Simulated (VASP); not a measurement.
ScSi2O3:

```
CELL_PARAMETERS angstrom
3.17282 0.00000 0.00000
0.00000 3.17282 0.00000
0.00000 0.00000 6.74678
ATOMIC_POSITIONS crystal
Sc 0.00000 0.00000 0.62175
Si 0.50000 0.50000 0.73655
Si 0.00000 0.00000 0.26487
O 0.50000 0.00000 0.99985
O 0.00000 0.50000 0.99985
O 0.50000 0.50000 0.37714
```

The cell was built from a structure type or drawn by symmetry, and may not be a known phase.

Base run:

- Program: VASP 6.6.1
- Functional: PBE
- Potentials or basis: VASP PAW PBE potentials, release 64 (Sc_sv, Si, O)
- Cutoff: 520 eV
- k mesh: 6 × 6 × 4
- Occupations: gaussian, width 0.1 eV
- Spin: no spin polarisation

Its results: pressure 14.5 GPa; largest force 6.077 eV/Å.

Task: The run is repeated on the same cell with these changes: spin from no spin polarisation to collinear spin, ferromagnetic start; further incar settings from ALGO = Normal; EDIFF = 1e-07; NBANDS = 28 to ALGO = Normal; EDIFF = 1e-06; NBANDS = 32. What comes out?

Result: Pressure 14.5 GPa; net moment 0.34 μB per cell; site moments Sc +0.03; Si +0.01, -0.00; O +0.13, -0.00 (each value once) μB; largest force 6.092 eV/Å.

Caveats: the cell stands under pressure; an odd number of electrons without spin polarisation forces a metal (at least some runs); a magnetic or distorted state may lie lower (at least some runs); forces of over 1 eV/Å act on the atoms, so gaps and moduli don't describe the material at rest (at least some runs).
